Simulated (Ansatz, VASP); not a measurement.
# Two plane-wave programs on AlO2

```
CELL_PARAMETERS angstrom
2.74226 0.00000 0.00000
0.00000 2.74226 0.00000
0.00000 0.00000 3.70176
ATOMIC_POSITIONS crystal
Al 0.00000 0.00000 0.50000
O 0.00000 0.00000 0.00000
O 0.50000 0.50000 0.50000
```

Alike in both runs: functional PBE; k mesh 16 × 16 × 12; occupations gaussian, width 0.1 eV; collinear spin.

Ansatz relaxed the structure, and its values are those at the end. VASP's run is a single point on that final structure, the one shown.

```csv
,VASP,Ansatz
version,VASP 6.6.1,Ansatz 0.2.0
potentials or method,"VASP PAW PBE potentials, release 64 (Al, O), cutoff 520 eV","scalar-relativistic, plane waves, PAW"
valence electrons in the cell,15,15
```

```tsv
	VASP	Ansatz	Ansatz less VASP
gap on the k mesh at the Fermi level (eV)	none	none	-
pressure (GPa)	-0.2	0.0	+0.23
net moment per atom (μB)	0.33	0.33	0.000
size of the moment on the site where the two differ most (μB)	0.70	0.71	+0.011
```

Site moments also hang on the region over which each program counts them. A gap of «none» marks a metal or a gap that the smearing closes.
